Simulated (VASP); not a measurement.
A run of VASP 6.6.1:

The input INCAR:

```
SYSTEM = Al
PREC = Accurate
ENCUT = 520
EDIFF = 1E-6
ISMEAR = 0
SIGMA = 0.15
LREAL = .False.
LASPH = .True.
NELM = 100
ALGO = Normal
ISIF = 2
LWAVE = .False.
LCHARG = .False.
GGA = PE
NBANDS = 8
```

Contents of KPOINTS:

```
Automatic mesh
0
Gamma
  20 20 20
  0 0 0
```

The input POSCAR:

```
Al
1.0
    0.0000000000      2.0593996500      2.0239800000
    2.0239800000      0.0000000000      2.0239800000
    2.0239800000      2.0593996500      0.0000000000
Al
1
Direct
    0.0000000000      0.0000000000      0.0000000000
```

Potentials or basis: VASP PAW PBE potentials, release 64 (Al).

The run is started by

```sh
$ cat potpaw_PBE.64/Al/POTCAR > POTCAR
$ mpirun -np 1 vasp_std > vasp.out
```

Hardware: 1 thread of Intel Xeon 8259CL, on a shared host.

Task: Estimate the wall time of this run.

Result: Run time: 78 s on 1 thread of Intel Xeon 8259CL, with other jobs on the host, peak memory 0.19 GiB. Counts: scf iterations 10, k points 641.
